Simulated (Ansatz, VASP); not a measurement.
NaCl in VASP and in Ansatz

```
CELL_PARAMETERS angstrom
2.60782 2.60782 0.00000
-2.60782 2.60782 0.00000
0.00000 2.60782 2.60782
ATOMIC_POSITIONS crystal
Na 0.00000 0.00000 0.00000
Cl 0.50000 0.50000 0.00000
```

Alike in both runs: task single point; functional r2SCAN; k mesh 8 × 8 × 8; no spin polarisation.

```csv
,VASP,Ansatz
version,VASP 6.6.1,Ansatz 0.2.0
potentials or method,"VASP PAW PBE potentials, release 64 (Na_pv, Cl)","PAW with Ansatz's default frozen-core files, scalar-relativistic"
plane-wave cutoff (eV),550,500
occupations,"gaussian, width 0.01 eV",fixed
valence electrons in the cell,14,16
```

Ansatz gave:

```
gap on the k mesh at the Fermi level (eV) : 7.06
pressure (GPa)                            : 10.0
```

Q: Which values does VASP return?

A: gap on the k mesh at the Fermi level (eV): 7.09; pressure (GPa): 9.6.

VASP's potentials were made for PBE, not for r2SCAN. VASP's potentials hold 14 valence electrons a cell and Ansatz's 16, so a difference there can come from the potentials and not from the codes.
